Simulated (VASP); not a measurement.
Al2O5, 7 atoms in the cell. It takes space group C2/m (No. 12, monoclinic). Conventional cell: a = 9.911 Å, b = 2.985 Å, c = 6.471 Å, α = 90.00°, β = 123.81°, γ = 90.00°. Al (site symmetry m) has 4 O at 1.76 to 1.88 Å within 2.3 Å. O (site symmetry m) has 1 Al at 1.78 Å and 3 O at 1.94 to 2.47 Å within 2.5 Å. O (site symmetry 2/m) has 4 O at 1.94 Å and 4 Al at 2.52 Å within 2.6 Å. O (site symmetry m) has 3 Al at 1.76 to 1.88 Å within 2.3 Å. 

```yaml
Program: VASP 6.6.1
Task: electric field gradients
Functional: PBEsol
Potentials_or_basis: VASP PAW PBE potentials, release 64 (Al, O)
Cutoff: 520 eV
k_mesh: 12 × 12 × 8
Occupations: gaussian, width 0.01 eV
Spin: no spin polarisation
Dipole_correction: no
Further_INCAR_settings: ALGO = Normal; EDIFF = 1e-08; NBANDS = 27
```

Potentials or basis: VASP PAW PBE potentials, release 64 (Al, O).

Launch:

```sh
$ cat potpaw_PBE.64/Al/POTCAR potpaw_PBE.64/O/POTCAR > POTCAR
$ mpirun -np 1 vasp_std > vasp.out
```

Hardware: 1 thread of Oxide Virtual Turin-like Processor (shared host).

Task: How long does it take, and how much memory?

Result: It took 37 min on 1 thread of Oxide Virtual Turin-like Processor, on a shared host, peak memory 0.62 GiB. Counts: scf iterations 18, k points 320.
